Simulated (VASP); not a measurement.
Set up this calculation in VASP 6.6.1, as the native input.

| Property | Result |
| --- | --- |
| Task | single point |
| Functional | PBEsol |
| Potentials or basis | VASP PAW PBE potentials, release 64 (Ru_pv) |
| Cutoff | 520 eV |
| k mesh | 24 × 24 × 14 |
| Occupations | gaussian, width 0.15 eV |
| Spin | no spin polarisation |
| Dipole correction | no |
| Further INCAR settings | ALGO = Fast; EDIFF = 1e-06; NBANDS = 21 |

The structure of Ru lies in POSCAR:

```
Ru
1.0
    2.7567620996      0.0000000000      0.0000000000
   -1.3783810498      2.3874260104      0.0000000000
    0.0000000000      0.0000000000      4.0393249033
Ru
2
Direct
    0.3333333333      0.6666666667      0.2500000000
    0.6666666667      0.3333333333      0.7500000000
```

This cell differs from its parent crystal: strain +0.025 along x and y, -0.050 along z.

The input as run:

INCAR

```
SYSTEM = Ru
PREC = Accurate ; ENCUT = 520
EDIFF = 1E-6 ; ISMEAR = 0
SIGMA = 0.15 ; LREAL = .False.
LASPH = .True. ; NELM = 100
ALGO = Fast ; ISIF = 2
LWAVE = .False. ; LCHARG = .True.
GGA = PS ; LELF = .True.
LVHAR = .True. ; NBANDS = 21
```

KPOINTS

```
Automatic mesh
0
Gamma
  24 24 14
  0 0 0
```

Potentials or basis: VASP PAW PBE potentials, release 64 (Ru_pv).

The run is started by

```bash
$ cat potpaw_PBE.64/Ru_pv/POTCAR > POTCAR
$ mpirun -np 1 vasp_std > vasp.out
```

It gave:

- Pressure: 4.0 GPa
- Band gap on the k mesh: zero (bands 14 and 15 overlap by 3.15 eV)

Caveat: the cell differs from its parent crystal (strain +0.025 along x and y, -0.050 along z); the stress differs along the axes, from -8 to 27 GPa; the PAW data sets were made with another functional, which shifts forces and pressure a little.

Wall time 5.4 min on 1 thread of Intel Xeon 8259CL, on a shared host, peak memory 0.32 GiB.
